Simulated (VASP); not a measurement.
# Cs2Cd (P6_3/mmc) in VASP: single point with PBE

Aim: the single point of Cs2Cd with PBE.

Program: VASP 6.6.1. These are calculated values, not measurements. Logs are shortened: lines on timing, memory, paths and dates and some standing lists are left out, and cuts for length are marked.

## (1) The cell of the first run

Symmetry: P6_3/mmc, No. 194, hexagonal system. The conventional cell has a = 4.000 Å, b = 4.000 Å, c = 15.560 Å, α = 90.00°, β = 90.00°, γ = 120.00°. Cs (site symmetry 3m) has 3 Cd at 2.99 Å and 1 Cs at 3.81 Å within 3.9 Å. Within 3.9 Å of Cd (site symmetry -6m2) lie 6 Cs at 2.99 Å.

## (2) Single point, PBE

File INCAR:

```
SYSTEM = Cs2Cd
PREC     = Accurate       ! precision mode
ENCUT    = 520            ! plane-wave cutoff, eV
EDIFF    = 1E-6           ! SCF threshold, eV
ISMEAR   = 0              ! smearing method
SIGMA    = 0.1            ! smearing width, eV
LREAL    = .FALSE.        ! projectors in reciprocal space
LASPH    = .TRUE.         ! aspherical terms in the spheres
NELM     = 100            ! most SCF steps
ALGO     = Fast           ! electronic algorithm
ISIF     = 2              ! what is computed and relaxed
LWAVE    = .FALSE.        ! write WAVECAR
LCHARG   = .FALSE.        ! write CHGCAR
GGA      = PE             ! functional
NBANDS   = 39             ! bands
```

File KPOINTS:

```
regular mesh
0
G
  6 6 2
  0 0 0
```

File POSCAR:

```
Cs2Cd
1.0
    4.0002933616      0.0000000000      0.0000000000
   -2.0001466808      3.4643556738      0.0000000000
    0.0000000000      0.0000000000     15.5595007785
Cs Cd
4 2
Direct
    0.3333333333      0.6666666667      0.6275000000
    0.6666666667      0.3333333333      0.1275000000
    0.3333333333      0.6666666667      0.8725000000
    0.6666666667      0.3333333333      0.3725000000
    0.3333333333      0.6666666667      0.2500000000
    0.6666666667      0.3333333333      0.7500000000
```

Potentials or basis: VASP PAW PBE potentials, release 64 (Cs_sv, Cd).

Started as:

```sh
$ cat potpaw_PBE.64/Cs_sv/POTCAR potpaw_PBE.64/Cd/POTCAR > POTCAR
$ mpirun -np 1 vasp_std > vasp.out
```

OUTCAR:

```text
SYSTEM = Cs2Cd
   PREC = Accurate
   ENCUT = 520
   EDIFF = 1E-6
   ISMEAR = 0
   LREAL = .FALSE.
   LASPH = .TRUE.
   NELM = 100
   ISIF = 2
   GGA = PE

 ion  position               nearest neighbor table
   1  0.333  0.667  0.627-   6 2.99   6 2.99   6 2.99
   2  0.667  0.333  0.127-   5 2.99   5 2.99   5 2.99
   3  0.333  0.667  0.873-   6 2.99   6 2.99   6 2.99
   4  0.667  0.333  0.373-   5 2.99   5 2.99   5 2.99
   5  0.333  0.667  0.250-   2 2.99   4 2.99   2 2.99   4 2.99   2 2.99   4 2.99
   6  0.667  0.333  0.750-   1 2.99   3 2.99   1 2.99   3 2.99   1 2.99   3 2.99

  LATTYP: Found a hexagonal cell.
 ALAT       =     4.0002933616
 C/A-ratio  =     3.8895899305

  Lattice vectors:

 A1 = (   4.0002933616,   0.0000000000,   0.0000000000)
 A2 = (  -2.0001466808,   3.4643556738,   0.0000000000)
 A3 = (   0.0000000000,   0.0000000000,  15.5595007785)

Analysis of symmetry for initial positions (statically):
=====================================================================
 Subroutine PRICEL returns:
 Original cell was already a primitive cell.

 Routine SETGRP: Setting up the symmetry group for a
 hexagonal supercell.

 Subroutine GETGRP returns: Found 24 space group operations
 (whereof 12 operations were pure point group operations)
 out of a pool of 24 trial point group operations.

The static configuration has the point symmetry D_3d.
 The point group associated with its full space group is D_6h.

Analysis of symmetry for dynamics (positions and initial velocities):
=====================================================================
 Subroutine PRICEL returns:
 Original cell was already a primitive cell.

 Routine SETGRP: Setting up the symmetry group for a
 hexagonal supercell.

 Subroutine GETGRP returns: Found 24 space group operations
 (whereof 12 operations were pure point group operations)
 out of a pool of 24 trial point group operations.

The dynamic configuration has the point symmetry D_3d.
 The point group associated with its full space group is D_6h.

 Subroutine INISYM returns: Found 24 space group operations
 (whereof 12 operations are pure point group operations),
 and found     1 'primitive' translations

----------------------------------------------------------------------------------------

                                     Primitive cell

[... 88 lines left out ...]
   LREAL  =      F    real-space projection
   EDIFFG = 0.1E-04   stopping-criterion for IOM
   NSW    =      0    number of steps for IOM
   IBRION =     -1    ionic relax: 0-MD 1-quasi-New 2-CG
   NFREE  =      0    steps in history (QN), initial steepest desc. (CG)
   ISIF   =      2    stress and relaxation
   ISYM   =      2    0-nonsym 1-usesym 2-fastsym
   POTIM  = 0.5000    time-step for ionic-motion
   TEBEG  =    0.0;   TEEND  =   0.0 temperature during run
   PSTRESS=    0.0 pullay stress
   NELECT =      60.0000    total number of electrons
   NUPDOWN=      -1.0000    fix difference up-down
   EMIN   =  10.00;   EMAX   =-10.00  energy-range for DOS
   EFERMI =   0.00;   METHOD = LEGACY
   ISMEAR =     0;   SIGMA  =   0.10  broadening in eV -4-tet -1-fermi 0-gaus
   EFERMI_NEDOS =   21; number of points for ismear=-14 and -15
   IALGO  =     68    algorithm
   IMIX   =      4    mixing-type and parameters
     AMIX     =   0.40;   BMIX     =  1.00
     AMIX_MAG =   1.60;   BMIX_MAG =  1.00
  volume/ion in A,a.u.               =      35.94       242.52
  Fermi-wavevector in a.u.,A,eV,Ry     =   1.068781  2.019703 15.541828  1.142292
  Thomas-Fermi vector in A             =   2.204440
   LORBIT       =      0    0 simple, 1 ext, 2 COOP (PROOUT), +10 PAW based schemes
   GGA     = PE    functional components
   LHFCALC =     F    Hartree Fock is set to
   AEXX    =    0.0000 exact exchange contribution
   IVDW    =     0    specifies the selected vdW correction
   LEPSILON=     F    determine dielectric tensor
   LRPA    =     F    only Hartree local field effects (RPA)
 non-spin polarized calculation
 RMM-DIIS sequential band-by-band and
 Gauss-broadening in eV      SIGMA  =   0.10
  energy-cutoff  :      520.00
  volume of cell :      215.63
 maximum number of plane-waves:      5847
 NGX is ok and might be reduce to    30
   NGX = 15   NGY = 15   NGZ = 57

 number of electron      60.0000000 magnetization

 Free energy of the ion-electron system (eV)
  ---------------------------------------------------
  ext. energy  EPLUGINS =         0.00000000
  ---------------------------------------------------
  free energy    TOTEN  =         1.95679244 eV

  energy without entropy =        1.97629341  energy(sigma->0) =        1.96654293

 E-fermi :   3.8896     XC(G=0):  -8.9676

 val. band max:        3.8085201546   @ k =   0.1667   0.1667   0.5000
 cond. band min:       3.9071593725   @ k =   0.3333   0.0000   0.0000
 fundamental gap:      0.0986392179
 Fermi energy:         3.8896263943

 k-point     1 :       0.0000    0.0000    0.0000
  band No.  band energies     occupation
      1     -19.7504      2.00000
      2     -19.7202      2.00000
      3     -19.6348      2.00000
      4     -19.6028      2.00000
      5      -7.7580      2.00000
      6      -7.4794      2.00000
[... 577 lines left out ...]
     38       5.8157      0.00000
     39       6.8111      0.00000

------------------------ aborting loop because EDIFF is reached ----------------------------------------

  FORCE on cell =-STRESS in cart. coord.  units (eV):
  Direction    XX          YY          ZZ          XY          YZ          ZX
  --------------------------------------------------------------------------------------
  -------------------------------------------------------------------------------------
  Total       19.6642421     19.6642421     24.6915136     -0.0000000      0.0000000      0.0000000
  in kB      146.1092867    146.1092868    183.4629287     -0.0000000      0.0000000      0.0000000
  external PRESSURE =     158.5605007 kB  Pullay stress =       0.0000000 kB

 VOLUME and BASIS-vectors are now :
 -----------------------------------------------------------------------------
  energy-cutoff  :      520.00
  volume of cell :      215.63
      direct lattice vectors                 reciprocal lattice vectors
     4.000293362  0.000000000  0.000000000     0.249981666  0.144326982  0.000000000
    -2.000146681  3.464355674  0.000000000     0.000000000  0.288653965  0.000000000
     0.000000000  0.000000000 15.559500779     0.000000000  0.000000000  0.064269414

 POSITION                                       TOTAL-FORCE (eV/Angst)
 -----------------------------------------------------------------------------------
     -0.00000      2.30957      9.76359         0.000000      0.000000     -2.912219
      2.00015      1.15479      1.98384         0.000000     -0.000000     -2.912219
     -0.00000      2.30957     13.57566         0.000000      0.000000      2.912219
      2.00015      1.15479      5.79591        -0.000000     -0.000000      2.912219
     -0.00000      2.30957      3.88988        -0.000000     -0.000000     -0.000000
      2.00015      1.15479     11.66963        -0.000000      0.000000     -0.000000
 -----------------------------------------------------------------------------------
    total drift:                               -0.000000      0.000000      0.000000

  FREE ENERGIE OF THE ION-ELECTRON SYSTEM (eV)
  ---------------------------------------------------
  free  energy   TOTEN  =         1.9567924449 eV

  energy  without entropy=        1.9762934103  energy(sigma->0) =        1.96654293
```

stdout:

```text
POSCAR found type information on POSCAR CsCd
 POSCAR found :  2 types and       6 ions
 scaLAPACK will be used
 LDA part: xc-table for (Slater+PW92), standard interpolation
 POSCAR, INCAR and KPOINTS ok, starting setup
 FFT: planning ... GRIDC
 FFT: planning ... GRID_SOFT
 FFT: planning ... GRID
 WAVECAR not read
 entering main loop
```

Run time: 85 s. Hardware: 1 thread of AMD EPYC 9R45 (Zen 5), shared host; peak memory 0.33 GiB.

Results:

```
Free energy            : 1.9568 eV
Pressure               : 15.9 GPa
Largest force          : 2.912 eV/Å
Band gap on the k mesh : zero (band 30 reaches 4.24 eV, above the bottom of band 31 at 3.56 eV)
```

Forces in eV/Å, atoms in the order of the input:
```
Cs   0.000  0.000 -2.912
Cs   0.000  0.000 -2.912
Cs   0.000  0.000  2.912
Cs   0.000  0.000  2.912
Cd   0.000  0.000  0.000
Cd   0.000  0.000  0.000
```

Caveat: spin-orbit coupling is left out, which moves the levels of the heavy elements; forces of over 1 eV/Å act on the atoms, so gaps and moduli don't describe the material at rest.
